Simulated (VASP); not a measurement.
# Bi (R-3m) in VASP: notebook

Runs on Bi. Level: PBE. Tasks: single point.

Everything below comes from runs of VASP 6.6.1. Logs are shortened: lines on timing, memory, paths and dates and some standing lists are left out, and cuts for length are marked.

## (1) The cell of the first run

Symmetry: R-3m, No. 166, trigonal system. Conventional cell: a = 4.546 Å, b = 4.546 Å, c = 11.506 Å, α = 90.00°, β = 90.00°, γ = 120.00°. Within 4.0 Å of Bi (site symmetry 3m) lie 6 Bi at 3.05 to 3.48 Å.

## (2) Single point, PBE (zz strain of -3 %)

File INCAR:

```
  PREC = Accurate
  ENCUT = 520
  EDIFF = 1E-6
  ISMEAR = -1
  SIGMA = 0.03
  LREAL = F
  LASPH = T
  NELM = 60
  ALGO = Normal
  ISIF = 2
  LWAVE = F
  LCHARG = T
  GGA = PE
  LELF = T
  LVHAR = T
  NBANDS = 22
```

File KPOINTS:

```
Automatic mesh
0
Gamma
  11 11 11
```

File POSCAR:

```
Bi
1.0
    2.2729996784      1.3123169762      3.8353800000
   -2.2729996784      1.3123169762      3.8353800000
    0.0000000000     -2.6246339523      3.8353800000
Bi
2
Direct
    0.2338900000      0.2338900000      0.2338900000
    0.7661100000      0.7661100000      0.7661100000
```

Potentials or basis: VASP PAW PBE potentials, release 64 (Bi_d).

Command:

```
cat potpaw_PBE.64/Bi_d/POTCAR > POTCAR
mpirun -np 1 vasp_std > vasp.out
```

OUTCAR:

```text
PREC = Accurate
   ENCUT = 520
   EDIFF = 1E-6
   ISMEAR = -1
   LREAL = F
   LASPH = T
   NELM = 60
   ISIF = 2
   GGA = PE

 ion  position               nearest neighbor table
   1  0.234  0.234  0.234-   2 3.05   2 3.05   2 3.05   2 3.48   2 3.48   2 3.48
   2  0.766  0.766  0.766-   1 3.05   1 3.05   1 3.05   1 3.48   1 3.48   1 3.48

  LATTYP: Found a trigonal (rhomboedric) cell.
 ALAT       =     4.6474555542
 COS(alpha) =     0.5215921976

  Lattice vectors:

 A1 = (   2.2729996784,   1.3123169762,   3.8353800000)
 A2 = (  -2.2729996784,   1.3123169762,   3.8353800000)
 A3 = (   0.0000000000,  -2.6246339523,   3.8353800000)

Analysis of symmetry for initial positions (statically):
=====================================================================
 Subroutine PRICEL returns:
 Original cell was already a primitive cell.

 Routine SETGRP: Setting up the symmetry group for a
 trigonal (rhombohedral) supercell.

 Subroutine GETGRP returns: Found 12 space group operations
 (whereof 12 operations were pure point group operations)
 out of a pool of 12 trial point group operations.

The static configuration has the point symmetry D_3d.

Analysis of symmetry for dynamics (positions and initial velocities):
=====================================================================
 Subroutine PRICEL returns:
 Original cell was already a primitive cell.

 Routine SETGRP: Setting up the symmetry group for a
 trigonal (rhombohedral) supercell.

 Subroutine GETGRP returns: Found 12 space group operations
 (whereof 12 operations were pure point group operations)
 out of a pool of 12 trial point group operations.

The dynamic configuration has the point symmetry D_3d.

 Subroutine INISYM returns: Found 12 space group operations
 (whereof 12 operations are pure point group operations),
 and found     1 'primitive' translations

----------------------------------------------------------------------------------------

                                     Primitive cell

  volume of cell :      68.6432

[... 77 lines left out ...]
   NGXF,Y,Z  is equivalent  to a cutoff of  25.76, 25.76, 25.76 a.u.
 SYSTEM =  unknown system
   PREC   = accura    normal or accurate (medium, high low for compatibility)
   ISTART =      0    job   : 0-new  1-cont  2-samecut
   ICHARG =      2    charge: 1-file 2-atom 10-const
   ISPIN  =      1    spin polarized calculation?
   LNONCOLLINEAR =      F non collinear calculations
   LSORBIT =      F    spin-orbit coupling
   LASPH  =      T    aspherical Exc in radial PAW
   ENCUT  =  520.0 eV  38.22 Ry    6.18 a.u.   8.64  8.64  8.64*2*pi/ulx,y,z
   NELM   =     60;   NELMIN=  2; NELMDL= -5     # of ELM steps
   EDIFF  = 0.1E-05   stopping-criterion for ELM
   LREAL  =      F    real-space projection
   EDIFFG = 0.1E-04   stopping-criterion for IOM
   NSW    =      0    number of steps for IOM
   IBRION =     -1    ionic relax: 0-MD 1-quasi-New 2-CG
   NFREE  =      0    steps in history (QN), initial steepest desc. (CG)
   ISIF   =      2    stress and relaxation
   ISYM   =      2    0-nonsym 1-usesym 2-fastsym
   POTIM  = 0.5000    time-step for ionic-motion
   TEBEG  =    0.0;   TEEND  =   0.0 temperature during run
   PSTRESS=    0.0 pullay stress
   NELECT =      30.0000    total number of electrons
   NUPDOWN=      -1.0000    fix difference up-down
   EMIN   =  10.00;   EMAX   =-10.00  energy-range for DOS
   EFERMI =   0.00;   METHOD = LEGACY
   ISMEAR =    -1;   SIGMA  =   0.03  broadening in eV -4-tet -1-fermi 0-gaus
   EFERMI_NEDOS =   21; number of points for ismear=-14 and -15
   IALGO  =     38    algorithm
   IMIX   =      4    mixing-type and parameters
     AMIX     =   0.40;   BMIX     =  1.00
     AMIX_MAG =   1.60;   BMIX_MAG =  1.00
  volume/ion in A,a.u.               =      34.32       231.61
  Fermi-wavevector in a.u.,A,eV,Ry     =   1.242365  2.347730 21.000206  1.543472
  Thomas-Fermi vector in A             =   2.376723
   LORBIT       =      0    0 simple, 1 ext, 2 COOP (PROOUT), +10 PAW based schemes
   GGA     = PE    functional components
   LHFCALC =     F    Hartree Fock is set to
   AEXX    =    0.0000 exact exchange contribution
   IVDW    =     0    specifies the selected vdW correction
   LEPSILON=     F    determine dielectric tensor
   LRPA    =     F    only Hartree local field effects (RPA)
 non-spin polarized calculation
  energy-cutoff  :      520.00
  volume of cell :       68.64
 maximum number of plane-waves:      1874
   NGX = 17   NGY = 17   NGZ = 17

 number of electron      29.9999999 magnetization

 Free energy of the ion-electron system (eV)
  ---------------------------------------------------
  ext. energy  EPLUGINS =         0.00000000
  ---------------------------------------------------
  free energy    TOTEN  =        -7.72368533 eV

  energy without entropy =       -7.72310334  energy(sigma->0) =       -7.72339433

 E-fermi :   6.5797     XC(G=0):  -9.6479

 val. band max:        6.5794229165   @ k =   0.2727   0.2727   0.1818
 cond. band min:       6.7879136012   @ k =   0.4545   0.0909   0.0909
 fundamental gap:      0.2084906847
 Fermi energy:         6.5797381198

 k-point     1 :       0.0000    0.0000    0.0000
  band No.  band energies     occupation
      1     -16.3513      2.00000
      2     -16.3513      2.00000
      3     -16.1920      2.00000
      4     -16.1920      2.00000
      5     -16.1674      2.00000
      6     -15.9923      2.00000
[... 589 lines left out ...]
     21      14.6615      0.00000
     22      14.9458      0.00000

 [... further k-points ...]

------------------------ aborting loop because EDIFF is reached ----------------------------------------

  FORCE on cell =-STRESS in cart. coord.  units (eV):
  Direction    XX          YY          ZZ          XY          YZ          ZX
  --------------------------------------------------------------------------------------
  -------------------------------------------------------------------------------------
  Total        1.2673079      1.2673079      1.5616101      0.0000000      0.0000000      0.0000000
  in kB       29.5797809     29.5797809     36.4489839      0.0000000      0.0000000      0.0000000
  external PRESSURE =      31.8695152 kB  Pullay stress =       0.0000000 kB

 VOLUME and BASIS-vectors are now :
 -----------------------------------------------------------------------------
  energy-cutoff  :      520.00
  volume of cell :       68.64
      direct lattice vectors                 reciprocal lattice vectors
     2.272999678  1.312316976  3.835380000     0.219973634  0.127001837  0.086910119
    -2.272999678  1.312316976  3.835380000    -0.219973634  0.127001837  0.086910119
     0.000000000 -2.624633952  3.835380000     0.000000000 -0.254003674  0.086910119

 POSITION                                       TOTAL-FORCE (eV/Angst)
 -----------------------------------------------------------------------------------
      0.00000      0.00000      2.69117         0.000000      0.000000      0.371431
      0.00000      0.00000      8.81497         0.000000     -0.000000     -0.371431
 -----------------------------------------------------------------------------------
    total drift:                                0.000000     -0.000000      0.000000

  FREE ENERGIE OF THE ION-ELECTRON SYSTEM (eV)
  ---------------------------------------------------
  free  energy   TOTEN  =        -7.7236853270 eV

  energy  without entropy=       -7.7231033374  energy(sigma->0) =       -7.72339433
```

OSZICAR:

```text
N       E                     dE             d eps       ncg     rms          rms(c)
DAV:   1     0.308871299580E+03    0.30887E+03   -0.16261E+04  6430   0.166E+03
DAV:   2     0.183690531339E+02   -0.29050E+03   -0.28350E+03  6538   0.440E+02
DAV:   3    -0.682536322179E+01   -0.25194E+02   -0.24925E+02  7768   0.143E+02
DAV:   4    -0.768824181291E+01   -0.86288E+00   -0.86253E+00  7942   0.291E+01
DAV:   5    -0.772700911955E+01   -0.38767E-01   -0.38767E-01  9322   0.549E+00    0.107E+00
DAV:   6    -0.772393055825E+01    0.30786E-02   -0.15951E-02  8494   0.135E+00    0.639E-01
DAV:   7    -0.772348216355E+01    0.44839E-03   -0.10593E-02  8332   0.118E+00    0.109E-01
DAV:   8    -0.772366757527E+01   -0.18541E-03   -0.12055E-03  7684   0.396E-01    0.216E-02
DAV:   9    -0.772368655201E+01   -0.18977E-04   -0.52843E-05  9152   0.561E-02    0.723E-03
DAV:  10    -0.772368486621E+01    0.16858E-05   -0.48973E-06  6574   0.228E-02    0.192E-03
DAV:  11    -0.772368532696E+01   -0.46075E-06   -0.66459E-07  5262   0.719E-03
   1 F= -.77236853E+01 E0= -.77233943E+01  d E =-.581990E-03
```

stdout:

```text
POSCAR found type information on POSCAR Bi
 POSCAR found :  1 types and       2 ions
 scaLAPACK will be used
 LDA part: xc-table for (Slater+PW92), standard interpolation
 POSCAR, INCAR and KPOINTS ok, starting setup
 FFT: planning ... GRIDC
 FFT: planning ... GRID_SOFT
 FFT: planning ... GRID
 WAVECAR not read
 entering main loop
```

Run time: 64 s. Hardware: 1 thread of Intel Xeon 6975P-C (Granite Rapids), shared host; peak memory 0.32 GiB.

Results:

| Quantity | Value |
| --- | --- |
| Free energy | -7.7237 eV |
| Pressure | 3.2 GPa |
| Largest force | 0.371 eV/Å |
| Band gap on the k mesh | zero (band 15 reaches 6.58 eV, above the bottom of band 16 at 6.55 eV) |

Forces on the atoms (eV/Å):
```
Bi   0.000  0.000  0.371
Bi   0.000  0.000 -0.371
```

Caveat: the cell differs from its parent crystal (zz strain of -3 %); spin-orbit coupling is left out, which moves the levels of the heavy elements.

## (3) Single point, PBE (zz strain of -1 %)

File INCAR:

```
PREC = Accurate
ENCUT = 520
EDIFF = 1E-7
ISMEAR = -1
SIGMA = 0.03
LREAL = False
LASPH = True
NELM = 100
ALGO = Normal
ISIF = 2
LWAVE = False
LCHARG = False
GGA = PE
NBANDS = 22
```

File KPOINTS:

```
regular mesh
0
Gamma
  11 11 11
```

File POSCAR:

```
Bi
1.0
    2.2729996784      1.3123169762      3.9144600000
   -2.2729996784      1.3123169762      3.9144600000
    0.0000000000     -2.6246339523      3.9144600000
Bi
2
Direct
    0.2338900000      0.2338900000      0.2338900000
    0.7661100000      0.7661100000      0.7661100000
```

Potentials or basis: VASP PAW PBE potentials, release 64 (Bi_d).

Command:

```
cat potpaw_PBE.64/Bi_d/POTCAR > POTCAR
mpirun -np 1 vasp_std > vasp.out
```

Wall time 66 s (1 thread of Intel Xeon 6975P-C (Granite Rapids), shared host); peak memory 0.32 GiB.

The run converged. Its results:

| Quantity | Value |
| --- | --- |
| Free energy | -7.7509 eV |
| Pressure | 2.2 GPa |
| Largest force | 0.257 eV/Å |
| Band gap on the k mesh | zero (band 15 reaches 6.35 eV, above the bottom of band 16 at 6.31 eV) |

Forces on the atoms (eV/Å):
```
Bi   0.000  0.000  0.257
Bi   0.000  0.000 -0.257
```

Stress tensor (GPa, compression positive):
```
2.09 0.00 0.00
0.00 2.09 0.00
0.00 0.00 2.39
```

Levels at points of the mesh, in eV from the Fermi level:
| k point | band 12 | band 13 | band 14 | band 15 | band 16 | band 17 | band 18 | band 19 |
| --- | --- | --- | --- | --- | --- | --- | --- | --- |
| (0.00, 0.00, 0.00) | -7.40 | -1.39 | -1.22 | -1.22 | 2.53 | 3.02 | 3.02 | 5.73 |

Caveat: the cell differs from its parent crystal (zz strain of -1 %); spin-orbit coupling is left out, which moves the levels of the heavy elements.
